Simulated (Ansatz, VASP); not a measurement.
## One calculation of BeSe2, two programs

The input INCAR:

```
PREC     = Accurate       # precision mode
ENCUT    = 600            # plane-wave cutoff, eV
EDIFF    = 1E-7           # SCF threshold, eV
ISMEAR   = 0              # smearing method
SIGMA    = 0.1            # smearing width, eV
LREAL    = False          # projectors in reciprocal space
LASPH    = True           # aspherical terms in the spheres
NELM     = 100            # most SCF steps
ALGO     = Normal         # electronic algorithm
ISIF     = 3              # what is computed and relaxed
LWAVE    = False          # write WAVECAR
LCHARG   = False          # write CHGCAR
GGA      = PE             # functional
IBRION   = 2              # ionic algorithm
NSW      = 100            # ionic steps
EDIFFG   = -0.01          # ionic threshold
```

Contents of KPOINTS:

```
Automatic mesh
0
Gamma
  12 12 4
```

The input POSCAR:

```
BeSe2
1.0
    3.2195195367      0.0000000000      0.0000000000
   -1.6097597684      2.7881857068      0.0000000000
    0.0000000000      0.0000000000     12.5226107713
Be Se
2 4
Direct
    0.3333333333      0.6666666667      0.2500000000
    0.6666666667      0.3333333333      0.7500000000
    0.3333333333      0.6666666667      0.6275000000
    0.6666666667      0.3333333333      0.1275000000
    0.3333333333      0.6666666667      0.8725000000
    0.6666666667      0.3333333333      0.3725000000
```

Input for Ansatz:

```yaml
crystal:
  lattice:
    - [3.2195195367, 0.0, 0.0]
    - [-1.6097597684, 2.7881857068, 0.0]
    - [0.0, 0.0, 12.5226107713]
  atoms:
    - { symbol: Be, position: [0.3333333333, 0.6666666667, 0.25] }
    - { symbol: Be, position: [0.6666666667, 0.3333333333, 0.75] }
    - { symbol: Se, position: [0.3333333333, 0.6666666667, 0.6275] }
    - { symbol: Se, position: [0.6666666667, 0.3333333333, 0.1275] }
    - { symbol: Se, position: [0.3333333333, 0.6666666667, 0.8725] }
    - { symbol: Se, position: [0.6666666667, 0.3333333333, 0.3725] }
basis:
  ecutwfc: 420
kpoints:
  mp_grid: { grid: [12, 12, 4] }
hamiltonian:
  xc: pbe
scf:
  occupations: { method: gaussian, width: 0.1 }
output:
  forces: true
  stress: true
  eigenvalues: true
relax:
  adjacent_minimum: "off"
  f_tol: 0.01
  max_steps: 80
  cell: { stress_tol: 0.05 }
```

Alike in both runs: task relaxation of cell and atoms; functional PBE; k mesh 12 × 12 × 4; occupations gaussian, width 0.1 eV; no spin polarisation.

|  | VASP | Ansatz |
| --- | --- | --- |
| version | VASP 6.6.1 | Ansatz 0.2.0 |
| potentials or method | VASP PAW PBE potentials, release 64 (Be, Se), cutoff 600 eV | scalar-relativistic, plane waves, PAW |
| valence electrons in the cell | 28 | 68 |

|  | VASP | Ansatz | Ansatz less VASP |
| --- | --- | --- | --- |
| gap on the k mesh at the Fermi level, each at its own relaxed structure (eV) | none | none | - |
| relaxed volume (Å³/atom) | 19.29 | 19.26 | -0.029 |
| relaxed cell length with the largest relative difference (Å) | 3.523 | 3.521 | -0.0028 |

A gap of «none» marks a metal or a gap that the smearing closes. VASP's potentials hold 28 valence electrons a cell and Ansatz's 68, so a difference there can come from the potentials and not from the codes.
